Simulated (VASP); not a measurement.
# Os (P6_3/mmc) in VASP: further runs, part 2 of 2

VASP 6.6.1. The steps go on from the part before.

## Step 4: Single point, PBEsol

This run uses another cell than the first one, of 13.32 Å³/atom, 1.019 times its volume.

INCAR reads:

```
PREC     = Accurate       # precision mode
ENCUT    = 520            # plane-wave cutoff, eV
EDIFF    = 1E-7           # SCF threshold, eV
ISMEAR   = -1             # smearing method
SIGMA    = 0.05           # smearing width, eV
LREAL    = F              # projectors in reciprocal space
LASPH    = T              # aspherical terms in the spheres
NELM     = 100            # most SCF steps
ALGO     = Normal         # electronic algorithm
ISIF     = 2              # what is computed and relaxed
LWAVE    = F              # write WAVECAR
LCHARG   = F              # write CHGCAR
GGA      = PS             # functional
NBANDS   = 15             # bands
```

KPOINTS reads:

```
regular mesh
0
Gamma
  11 11 6
```

POSCAR reads:

```
Os
1.0
    2.6883408607      0.0000000000      0.0000000000
   -1.3441704304      2.3281714794      0.0000000000
    0.0000000000      0.0000000000      4.2570840415
Os
2
Direct
    0.6666666667      0.3333333333      0.7500000000
    0.3333333333      0.6666666667      0.2500000000
```

Potentials or basis: VASP PAW PBE potentials, release 64 (Os).

Command:

```
$ cat potpaw_PBE.64/Os/POTCAR > POTCAR
$ mpirun -np 1 vasp_std > vasp.out
```

OUTCAR:

```text
PREC = Accurate
   ENCUT = 520
   EDIFF = 1E-7
   ISMEAR = -1
   LREAL = F
   LASPH = T
   NELM = 100
   ISIF = 2
   GGA = PS

 ion  position               nearest neighbor table
   1  0.667  0.333  0.750-   2 2.63   2 2.63   2 2.63   2 2.63   2 2.63   2 2.63
   2  0.333  0.667  0.250-   1 2.63   1 2.63   1 2.63   1 2.63   1 2.63   1 2.63

  LATTYP: Found a hexagonal cell.
 ALAT       =     2.6883408607
 C/A-ratio  =     1.5835358171

  Lattice vectors:

 A1 = (   2.6883408607,   0.0000000000,   0.0000000000)
 A2 = (  -1.3441704304,   2.3281714794,   0.0000000000)
 A3 = (   0.0000000000,   0.0000000000,   4.2570840415)

Analysis of symmetry for initial positions (statically):
=====================================================================
 Subroutine PRICEL returns:
 Original cell was already a primitive cell.

 Routine SETGRP: Setting up the symmetry group for a
 hexagonal supercell.

 Subroutine GETGRP returns: Found 24 space group operations
 (whereof 12 operations were pure point group operations)
 out of a pool of 24 trial point group operations.

The static configuration has the point symmetry D_3d.
[... 168 lines left out ...]
 Fermi energy:        10.0198455369

 k-point     1 :       0.0000    0.0000    0.0000
  band No.  band energies     occupation
      1      -1.3799      2.00000
      2       1.7582      2.00000
      3       6.7711      2.00000
      4       6.7711      2.00000
      5       7.0151      2.00000
      6       7.6821      2.00000
      7       7.6821      2.00000
      8       8.4111      2.00000
      9       8.4111      2.00000
     10      10.0459      0.74505
     11      11.8912      0.00000
     12      11.8912      0.00000
     13      19.6764      0.00000
     14      24.0890      0.00000
[... 401 lines left out ...]
      2       3.4629      2.00000
      3       4.9434      2.00000
      4       5.1754      2.00000
      5       6.4998      2.00000
      6       7.1795      2.00000
      7       7.8117      2.00000
      8       8.8118      2.00000
      9       9.4821      1.99996
     10       9.8913      1.85780
     11      12.3777      0.00000
     12      15.9831      0.00000
     13      21.0837      0.00000
     14      25.8075      0.00000
     15      26.7705      0.00000

 [... further k-points ...]
[... 5 lines left out ...]
  --------------------------------------------------------------------------------------
  -------------------------------------------------------------------------------------
  Total        3.5344660      3.5344660      3.5189949     -0.0000000      0.0000000      0.0000000
  in kB      212.5312857    212.5312857    211.6009893     -0.0000000      0.0000000      0.0000000
  external PRESSURE =     212.2211869 kB  Pullay stress =       0.0000000 kB

 VOLUME and BASIS-vectors are now :
 -----------------------------------------------------------------------------
  energy-cutoff  :      520.00
  volume of cell :       26.64
      direct lattice vectors                 reciprocal lattice vectors
     2.688340861  0.000000000  0.000000000     0.371976640  0.214760813  0.000000000
    -1.344170430  2.328171479  0.000000000     0.000000000  0.429521626  0.000000000
     0.000000000  0.000000000  4.257084041     0.000000000  0.000000000  0.234902574

 POSITION                                       TOTAL-FORCE (eV/Angst)
 -----------------------------------------------------------------------------------
      1.34417      0.77606      3.19281         0.000000     -0.000000      0.000000
     -0.00000      1.55211      1.06427        -0.000000      0.000000      0.000000
 -----------------------------------------------------------------------------------
    total drift:                               -0.000000      0.000000     -0.000000

  FREE ENERGIE OF THE ION-ELECTRON SYSTEM (eV)
  ---------------------------------------------------
  free  energy   TOTEN  =       -24.4001778099 eV

  energy  without entropy=      -24.3879515702  energy(sigma->0) =      -24.39406469
```

stdout:

```text
POSCAR found type information on POSCAR Os
 POSCAR found :  1 types and       2 ions
 scaLAPACK will be used
 -----------------------------------------------------------------------------
|                                                                             |
|                                                                             |
|     You enforced a specific xc type in the INCAR file but a different       |
|     I HOPE YOU KNOW WHAT YOU ARE DOING!                                     |
|                                                                             |
 -----------------------------------------------------------------------------

 LDA part: xc-table for (Slater+PW92), standard interpolation
 POSCAR, INCAR and KPOINTS ok, starting setup
 FFT: planning ... GRIDC
 FFT: planning ... GRID_SOFT
 FFT: planning ... GRID
 WAVECAR not read
 entering main loop
```

It took 12 s on 1 thread of Intel Xeon Platinum 8375C at 2.90GHz (Ice Lake), shared host; peak memory 0.15 GiB.

What came out:

* Free energy: -24.4002 eV
* Pressure: 21.2 GPa
* Band gap on the k mesh: zero (band 8 reaches 12.37 eV, above the bottom of band 9 at 8.16 eV)

Caveat: the PAW data sets were made with another functional, which shifts forces and pressure a little; spin-orbit coupling is left out, which moves the levels of the heavy elements.

## Step 5: The runs side by side

```tsv
cell	gap on the mesh (eV)	pressure (GPa)
a = 2.671, b = 2.671, c = 4.233 Å, angles 90.0, 90.0, 120.0°, 2 atoms	none	31.6
a = 2.707, b = 2.707, c = 4.283 Å, angles 90.0, 90.0, 120.0°, 2 atoms	none	10.9
a = 2.688, b = 2.688, c = 4.257 Å, angles 90.0, 90.0, 120.0°, 2 atoms	none	21.2
```

Alike in all rows: task single point; level PBEsol; potentials or basis VASP PAW PBE potentials, release 64 (Os); no spin polarisation; k mesh 11 × 11 × 6; cutoff (eV) 520; smearing fermi-dirac 0.05 eV.

Caveats: the PAW data sets were made with another functional, which shifts forces and pressure a little; spin-orbit coupling is left out, which moves the levels of the heavy elements.

Absolute energies hang on the potentials; compare differences alone.
